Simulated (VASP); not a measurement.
# Al2InN3 (Cmc2_1) in VASP: further runs

Al2InN3 is run at these levels: PBE; tasks: single point.

All numbers are computed with VASP 6.6.1; they aren't measurements. Logs are shortened: lines on timing, memory, paths and dates and some standing lists are left out, and cuts for length are marked.

### 1 The cell of the first run

It takes space group Cmc2_1 (No. 36, orthorhombic). The conventional cell has a = 9.834 Å, b = 5.655 Å, c = 5.249 Å, α = 90.00°, β = 90.00°, γ = 90.00°. Al (site symmetry 1) has 4 N at 1.90 to 1.92 Å within 2.5 Å. Within 2.9 Å of In (site symmetry m) lie 4 N at 2.18 to 2.20 Å. Within 2.5 Å of N (site symmetry 1) lie 3 Al at 1.90 to 1.92 Å and 1 In at 2.18 Å. N (site symmetry m) has 2 Al at 1.91 Å and 2 In at 2.19 to 2.20 Å within 2.5 Å.

### 2 Single point, PBE

Input file INCAR:

```
PREC = Accurate ; ENCUT = 520
EDIFF = 1E-6 ; ISMEAR = 0
SIGMA = 0.05 ; LREAL = F
LASPH = T ; NELM = 60
ALGO = Normal ; ISIF = 2
LWAVE = F ; LCHARG = T
GGA = PE ; LELF = T
LVHAR = T ; NBANDS = 46
```

Input file KPOINTS:

```
regular mesh
0
Gamma
  6 6 4
```

Input file POSCAR:

```
Al2InN3
1.0
    4.9170037426     -2.8277246663      0.0000000000
    4.9170037426      2.8277246663      0.0000000000
    0.0000000000      0.0000000000      5.2494073268
Al In N
4 2 6
Direct
    0.0084295481      0.3348702354      0.9917405618
    0.6651297646      0.9915704519      0.9917405618
    0.9915704519      0.6651297646      0.4917405618
    0.3348702354      0.0084295481      0.4917405618
    0.3220811148      0.6779188852      0.9869983854
    0.6779188852      0.3220811148      0.4869983854
    0.0366860035      0.3336177066      0.3557289331
    0.6663822934      0.9633139965      0.3557289331
    0.9633139965      0.6663822934      0.8557289331
    0.3336177066      0.0366860035      0.8557289331
    0.2983157877      0.7016842123      0.4060625948
    0.7016842123      0.2983157877      0.9060625948
```

Potentials or basis: VASP PAW PBE potentials, release 64 (Al, In_d, N).

Launch:

```
> cat potpaw_PBE.64/Al/POTCAR potpaw_PBE.64/In_d/POTCAR potpaw_PBE.64/N/POTCAR > POTCAR
> mpirun -np 1 vasp_std > vasp.out
```

OUTCAR:

```text
PREC = Accurate
   ENCUT = 520
   EDIFF = 1E-6
   ISMEAR = 0
   LREAL = F
   LASPH = T
   NELM = 60
   ISIF = 2
   GGA = PE

 ion  position               nearest neighbor table
   1  0.008  0.335  0.992-   9 1.90  10 1.91  12 1.91   7 1.92   3 3.20   3 3.20   4 3.21   4 3.21
                             2 3.22   2 3.22   5 3.22   6 3.23   5 3.23   6 3.27   5 3.36
   2  0.665  0.992  0.992-  10 1.90   9 1.91  12 1.91   8 1.92   4 3.20   4 3.20   3 3.21   3 3.21
                             1 3.22   1 3.22   5 3.22   6 3.23   5 3.23   6 3.27   5 3.36
   3  0.992  0.665  0.492-   7 1.90   8 1.91  11 1.91   9 1.92   1 3.20   1 3.20   2 3.21   2 3.21
                             4 3.22   4 3.22   6 3.22   5 3.23   6 3.23   5 3.27   6 3.36
   4  0.335  0.008  0.492-   8 1.90   7 1.91  11 1.91  10 1.92   2 3.20   2 3.20   1 3.21   1 3.21
                             3 3.22   3 3.22   6 3.22   5 3.23   6 3.23   5 3.27   6 3.36
   5  0.322  0.678  0.987-   9 2.18  10 2.18  12 2.19  11 2.20   1 3.22   2 3.22   4 3.23   3 3.23
                             2 3.23   1 3.23   4 3.27   3 3.27   6 3.31   6 3.31   2 3.36   1 3.36
   6  0.678  0.322  0.487-   7 2.18   8 2.18  11 2.19  12 2.20   4 3.22   3 3.22   2 3.23   1 3.23
                             4 3.23   3 3.23   2 3.27   1 3.27   5 3.31   5 3.31   4 3.36   3 3.36
   7  0.037  0.334  0.356-   3 1.90   4 1.91   1 1.92   6 2.18
   8  0.666  0.963  0.356-   4 1.90   3 1.91   2 1.92   6 2.18
   9  0.963  0.666  0.856-   1 1.90   2 1.91   3 1.92   5 2.18
  10  0.334  0.037  0.856-   2 1.90   1 1.91   4 1.92   5 2.18
  11  0.298  0.702  0.406-   3 1.91   4 1.91   6 2.19   5 2.20
  12  0.702  0.298  0.906-   1 1.91   2 1.91   5 2.19   6 2.20

  LATTYP: Found a base centered orthorhombic cell.
 ALAT       =     5.6554493326
 B/A-ratio  =     1.7388552009
 C/A-ratio  =     0.9282034049

  Lattice vectors:

 A1 = (  -4.9170037426,  -2.8277246663,   0.0000000000)
 A2 = (   4.9170037426,  -2.8277246663,   0.0000000000)
 A3 = (   0.0000000000,   0.0000000000,   5.2494073268)

Analysis of symmetry for initial positions (statically):
=====================================================================
 Subroutine PRICEL returns:
 Original cell was already a primitive cell.

 Routine SETGRP: Setting up the symmetry group for a
 base centered orthorhombic supercell.

 Subroutine GETGRP returns: Found  4 space group operations
 (whereof  2 operations were pure point group operations)
 out of a pool of  8 trial point group operations.

The static configuration has the point symmetry C_1h.
 The point group associated with its full space group is C_2v.

Analysis of symmetry for dynamics (positions and initial velocities):
=====================================================================
 Subroutine PRICEL returns:
 Original cell was already a primitive cell.

 Routine SETGRP: Setting up the symmetry group for a
 base centered orthorhombic supercell.

 Subroutine GETGRP returns: Found  4 space group operations
 (whereof  2 operations were pure point group operations)
 out of a pool of  8 trial point group operations.

The dynamic configuration has the point symmetry C_1h.
 The point group associated with its full space group is C_2v.

 Subroutine INISYM returns: Found  4 space group operations
 (whereof  2 operations are pure point group operations),
 and found     1 'primitive' translations

----------------------------------------------------------------------------------------

                                     Primitive cell

  volume of cell :     145.9748

  direct lattice vectors                    reciprocal lattice vectors
     4.917003743 -2.827724666  0.000000000     0.101687944 -0.176820610  0.000000000
     4.917003743  2.827724666  0.000000000     0.101687944  0.176820610  0.000000000
     0.000000000  0.000000000  5.249407327     0.000000000  0.000000000  0.190497696

  length of vectors
     5.672120643  5.672120643  5.249407327     0.203975405  0.203975405  0.190497696

  position of ions in fractional coordinates (direct lattice)
     0.008429548  0.334870235  0.991740562
     0.665129765  0.991570452  0.991740562
     0.991570452  0.665129765  0.491740562
     0.334870235  0.008429548  0.491740562
     0.322081115  0.677918885  0.986998385
     0.677918885  0.322081115  0.486998385
     0.036686004  0.333617707  0.355728933
     0.666382293  0.963313996  0.355728933
     0.963313996  0.666382293  0.855728933
     0.333617707  0.036686004  0.855728933
     0.298315788  0.701684212  0.406062595
     0.701684212  0.298315788  0.906062595

  ion indices of the primitive-cell ions
   primitive index   ion index
                 1           1
                 2           2
                 3           3
                 4           4
                 5           5
                 6           6
                 7           7
                 8           8
                 9           9
                10          10
                11          11
                12          12

----------------------------------------------------------------------------------------

 KPOINTS: regular mesh

Automatic generation of k-mesh.
 Grid dimensions read from file:
 generate k-points for:    6    6    4

 Generating k-lattice:

  Cartesian coordinates                     Fractional coordinates (reciprocal lattice)
     0.016947991 -0.029470102  0.000000000     0.166666667  0.000000000  0.000000000
     0.016947991  0.029470102  0.000000000     0.000000000  0.166666667  0.000000000
     0.000000000  0.000000000  0.047624424     0.000000000  0.000000000  0.250000000

  Length of vectors
     0.033995901  0.033995901  0.047624424

  Shift w.r.t. Gamma in fractional coordinates (k-lattice)
     0.000000000  0.000000000  0.000000000

 Subroutine IBZKPT returns following result:
 ===========================================

 Found     39 irreducible k-points:

 Following reciprocal coordinates:
            Coordinates               Weight
  0.000000  0.000000  0.000000      1.000000
  0.166667  0.000000  0.000000      4.000000
  0.333333  0.000000  0.000000      4.000000
  0.500000  0.000000  0.000000      2.000000
  0.166667  0.166667  0.000000      2.000000
  0.333333  0.166667  0.000000      4.000000
[... 16 lines left out ...]
  0.333333  0.333333  0.250000      4.000000
  0.500000  0.333333  0.250000      8.000000
 [... further k-points ...]
   k-points           NKPTS =     39   k-points in BZ     NKDIM =     39   number of bands    NBANDS=     46
   number of dos      NEDOS =    301   number of ions     NIONS =     12
   total plane-waves  NPLWV =  70560
   dimension x,y,z NGX =    42 NGY =   42 NGZ =   40
   dimension x,y,z NGXF=    84 NGYF=   84 NGZF=   80
   ions per type =               4   2   6
   NGX,Y,Z   is equivalent  to a cutoff of  12.31, 12.31, 12.67 a.u.
   NGXF,Y,Z  is equivalent  to a cutoff of  24.62, 24.62, 25.34 a.u.
 SYSTEM =  unknown system
   PREC   = accura    normal or accurate (medium, high low for compatibility)
   ISTART =      0    job   : 0-new  1-cont  2-samecut
   ICHARG =      2    charge: 1-file 2-atom 10-const
   ISPIN  =      1    spin polarized calculation?
   LNONCOLLINEAR =      F non collinear calculations
   LSORBIT =      F    spin-orbit coupling
   LASPH  =      T    aspherical Exc in radial PAW
   ENCUT  =  520.0 eV  38.22 Ry    6.18 a.u.  10.55 10.55  9.76*2*pi/ulx,y,z
   NELM   =     60;   NELMIN=  2; NELMDL= -5     # of ELM steps
   EDIFF  = 0.1E-05   stopping-criterion for ELM
   LREAL  =      F    real-space projection
[... 7 lines left out ...]
   TEBEG  =    0.0;   TEEND  =   0.0 temperature during run
   PSTRESS=    0.0 pullay stress
   NELECT =      68.0000    total number of electrons
   NUPDOWN=      -1.0000    fix difference up-down
   EMIN   =  10.00;   EMAX   =-10.00  energy-range for DOS
   EFERMI =   0.00;   METHOD = LEGACY
   ISMEAR =     0;   SIGMA  =   0.05  broadening in eV -4-tet -1-fermi 0-gaus
   EFERMI_NEDOS =   21; number of points for ismear=-14 and -15
   IALGO  =     38    algorithm
   IMIX   =      4    mixing-type and parameters
     AMIX     =   0.40;   BMIX     =  1.00
     AMIX_MAG =   1.60;   BMIX_MAG =  1.00
  volume/ion in A,a.u.               =      12.16        82.09
  Fermi-wavevector in a.u.,A,eV,Ry     =   1.269069  2.398192 21.912667  1.610536
  Thomas-Fermi vector in A             =   2.402130
   LORBIT       =      0    0 simple, 1 ext, 2 COOP (PROOUT), +10 PAW based schemes
   GGA     = PE    functional components
   LHFCALC =     F    Hartree Fock is set to
   AEXX    =    0.0000 exact exchange contribution
   IVDW    =     0    specifies the selected vdW correction
   LEPSILON=     F    determine dielectric tensor
   LRPA    =     F    only Hartree local field effects (RPA)
 non-spin polarized calculation
 Gauss-broadening in eV      SIGMA  =   0.05
  energy-cutoff  :      520.00
  volume of cell :      145.97
 maximum number of plane-waves:      3960
   NGX = 21   NGY = 21   NGZ = 19

 number of electron      68.0000012 magnetization

 Free energy of the ion-electron system (eV)
  ---------------------------------------------------
  ext. energy  EPLUGINS =         0.00000000
  ---------------------------------------------------
  free energy    TOTEN  =       -80.83288503 eV

  energy without entropy =      -80.83288503  energy(sigma->0) =      -80.83288503

 E-fermi :   6.2914     XC(G=0): -10.8555

 val. band max:        6.0694262548   @ k =   0.0000   0.0000   0.0000
 cond. band min:       8.2302534382   @ k =   0.0000   0.0000   0.0000
 fundamental gap:      2.1608271834
 Fermi energy:         6.2913775953

 k-point     1 :       0.0000    0.0000    0.0000
  band No.  band energies     occupation
      1      -8.6040      2.00000
      2      -8.0639      2.00000
      3      -7.7381      2.00000
      4      -7.5488      2.00000
      5      -7.5029      2.00000
      6      -7.3729      2.00000
[... 38 lines left out ...]
     45      15.4056      0.00000
     46      16.2536      0.00000
[... 1086 lines left out ...]
      6      -7.1941      2.00000
[... 38 lines left out ...]
     45      15.1577      0.00000
     46      15.4916      0.00000

 [... further k-points ...]

------------------------ aborting loop because EDIFF is reached ----------------------------------------

  FORCE on cell =-STRESS in cart. coord.  units (eV):
  Direction    XX          YY          ZZ          XY          YZ          ZX
  --------------------------------------------------------------------------------------
  -------------------------------------------------------------------------------------
  Total       -0.0896972     -0.0836346     -0.0825818      0.0000000      0.0000000      0.0000000
  in kB       -0.9844911     -0.9179493     -0.9063939      0.0000000      0.0000000      0.0000000
  external PRESSURE =      -0.9362781 kB  Pullay stress =       0.0000000 kB

 VOLUME and BASIS-vectors are now :
 -----------------------------------------------------------------------------
  energy-cutoff  :      520.00
  volume of cell :      145.97
      direct lattice vectors                 reciprocal lattice vectors
     4.917003743 -2.827724666  0.000000000     0.101687944 -0.176820610  0.000000000
     4.917003743  2.827724666  0.000000000     0.101687944  0.176820610  0.000000000
     0.000000000  0.000000000  5.249407327     0.000000000  0.000000000  0.190497696

 POSITION                                       TOTAL-FORCE (eV/Angst)
 -----------------------------------------------------------------------------------
      1.68801      0.92308      5.20605        -0.001177      0.000185      0.000705
      8.14600      0.92308      5.20605         0.001177      0.000185      0.000705
      8.14600     -0.92308      2.58135         0.001177     -0.000185      0.000705
      1.68801     -0.92308      2.58135        -0.001177     -0.000185      0.000705
      4.91700      1.00621      5.18116        -0.000000      0.000388     -0.003956
      4.91700     -1.00621      2.55645        -0.000000     -0.000388     -0.003956
      1.82078      0.83964      1.86737         0.022437     -0.011666     -0.009118
      8.01322      0.83964      1.86737        -0.022437     -0.011666     -0.009118
      8.01322     -0.83964      4.49207        -0.022437      0.011666     -0.009118
      1.82078     -0.83964      4.49207         0.022437      0.011666     -0.009118
      4.91700      1.14061      2.13159        -0.000000      0.028394      0.020781
      4.91700     -1.14061      4.75629        -0.000000     -0.028394      0.020781
 -----------------------------------------------------------------------------------
    total drift:                               -0.000000     -0.000000      0.000241

  FREE ENERGIE OF THE ION-ELECTRON SYSTEM (eV)
  ---------------------------------------------------
  free  energy   TOTEN  =       -80.8328850319 eV

  energy  without entropy=      -80.8328850319  energy(sigma->0) =      -80.83288503
```

Run time: 4.5 min. Hardware: 1 thread of Intel Xeon Platinum 8259CL at 2.50GHz (Skylake/Cascade Lake), shared host; peak memory 0.38 GiB.

Results:

* Free energy: -80.8329 eV
* Pressure: -0.1 GPa
* Largest force: 0.035 eV/Å
* Band gap on the k mesh: 2.16 eV, direct

Forces in eV/Å, atoms in the order of the input:
```
Al  -0.001  0.000  0.001
Al   0.001  0.000  0.001
Al   0.001  0.000  0.001
Al  -0.001  0.000  0.001
In   0.000  0.000 -0.004
In   0.000  0.000 -0.004
N    0.022 -0.012 -0.009
N   -0.022 -0.012 -0.009
N   -0.022  0.012 -0.009
N    0.022  0.012 -0.009
N    0.000  0.028  0.021
N    0.000 -0.028  0.021
```

Caveat: spin-orbit coupling is left out, which moves the levels of the heavy elements. Expect the measured gap to be larger: semilocal functionals such as PBE lack the derivative discontinuity.

### 3 Single point, PBE

Input file INCAR:

```
SYSTEM = Al2InN3
PREC = Accurate
ENCUT = 520
EDIFF = 1E-6
ISMEAR = 0
SIGMA = 0.02
LREAL = .False.
LASPH = .True.
NELM = 60
ALGO = Normal
ISIF = 2
LWAVE = .False.
LCHARG = .True.
GGA = PE
LELF = .True.
LVHAR = .True.
NBANDS = 46
```

Input file KPOINTS:

```
Automatic mesh
0
Gamma
  6 6 6
  0 0 0
```

POSCAR is that of step 2.

Potentials or basis: VASP PAW PBE potentials, release 64 (Al, In_d, N).

Launch:

```
> cat potpaw_PBE.64/Al/POTCAR potpaw_PBE.64/In_d/POTCAR potpaw_PBE.64/N/POTCAR > POTCAR
> mpirun -np 1 vasp_std > vasp.out
```

Wall time 5.7 min (1 thread of Intel Xeon Platinum 8259CL at 2.50GHz (Skylake/Cascade Lake), shared host); peak memory 0.43 GiB.

It converged, with:

- Free energy: -80.8329 eV
- Pressure: -0.1 GPa
- Largest force: 0.035 eV/Å
- Band gap on the k mesh: 2.16 eV, direct

Forces on the atoms (eV/Å):
```
Al  -0.001  0.000  0.000
Al   0.001  0.000  0.000
Al   0.001  0.000  0.000
Al  -0.001  0.000  0.000
In   0.000  0.000 -0.004
In   0.000  0.000 -0.004
N    0.022 -0.012 -0.009
N   -0.022 -0.012 -0.009
N   -0.022  0.012 -0.009
N    0.022  0.012 -0.009
N    0.000  0.028  0.021
N    0.000 -0.028  0.021
```

Levels at points of the mesh, in eV from the valence-band top:
```tsv
k point	band 32	band 33	band 34	band 35	band 36	band 37
(0.00, 0.00, 0.00)	-0.06	-0.05	0.00	2.16	4.39	5.23
(0.50, 0.00, 0.00)	-0.58	-0.58	-0.27	4.23	4.48	5.72
(0.50, 0.50, 0.00)	-0.52	-0.48	-0.33	3.99	4.73	5.37
(0.00, 0.00, 0.50)	-0.38	-0.14	-0.14	4.26	4.26	6.71
(0.50, 0.00, 0.50)	-0.89	-0.51	-0.51	4.47	4.47	5.53
(0.50, 0.50, 0.50)	-0.89	-0.61	-0.61	4.61	4.61	5.54
```

Caveat: spin-orbit coupling is left out, which moves the levels of the heavy elements. As with any semilocal functional, this PBE gap is likely too small.
